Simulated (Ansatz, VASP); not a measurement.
Zr: VASP beside Ansatz

File POSCAR:

```
Zr
1.0
    3.0167289101      0.0000000000      0.0000000000
    0.0000000000      3.0167289101      0.0000000000
    0.0000000000      0.0000000000      3.0167289101
Zr
1
Direct
    0.0000000000      0.0000000000      0.0000000000
```

The input INCAR.step1:

```
SYSTEM = Zr
PREC = Accurate
ENCUT = 550
ISMEAR = -1
SIGMA = 0.1
LREAL = .FALSE.
LASPH = .TRUE.
NELM = 120
NBANDS = 12
GGA = PE
ALGO = Normal
EDIFF = 1E-5
LWAVE = .TRUE.
LCHARG = .FALSE.
GGA_COMPAT = .FALSE.
```

INCAR.step2

```
SYSTEM = Zr
PREC = Accurate
ENCUT = 550
EDIFF = 1E-6
ISMEAR = -1
SIGMA = 0.1
LREAL = .FALSE.
LASPH = .TRUE.
NELM = 120
ALGO = Normal
ISIF = 2
LWAVE = .FALSE.
LCHARG = .TRUE.
METAGGA = R2SCAN
LMIXTAU = .TRUE.
LELF = .TRUE.
LVHAR = .TRUE.
NBANDS = 12
ISTART = 1
GGA_COMPAT = .FALSE.
```

File KPOINTS:

```
regular mesh
0
G
  12 12 12
  0 0 0
```

Input for Ansatz:

```yaml
crystal:
  lattice:
    - [3.0167289101, 0.0, 0.0]
    - [0.0, 3.0167289101, 0.0]
    - [0.0, 0.0, 3.0167289101]
  atoms:
    - { symbol: Zr, position: [0.0, 0.0, 0.0] }
hamiltonian:
  xc: r2scan
  pseudopotentials:
    kind: paw
    azcp:
      Zr: "pseudopotentials/Zr.paw.azcp"
basis:
  ecutwfc: 500
  fft_grid_basis: typed
kpoints:
  mp_grid: { grid: [12, 12, 12], shift: [0, 0, 0] }
magnetization:
  spin_polarized: false
scf:
  occupations: { method: fermi_dirac, width: 0.1 }
  lower_state_search: "off"
output:
  stress: true
  write_density: true
  write_potential: true
  elf: true
  volumetric_format: npy
```

Alike in both runs: task single point; functional r2SCAN; k mesh 12 × 12 × 12; occupations fermi-dirac, width 0.1 eV; no spin polarisation.

```csv
,VASP,Ansatz
version,VASP 6.6.1,Ansatz 0.2.0
potentials or method,"VASP PAW PBE potentials, release 64 (Zr_sv), cutoff 550 eV","plane waves (500 eV) with PAW, scalar-relativistic"
valence electrons in the cell,12,12
```

```tsv
	VASP	Ansatz	Ansatz less VASP
pressure (GPa)	-5.8	-5.8	-0.01
```

VASP's potentials were made for PBE, not for r2SCAN.
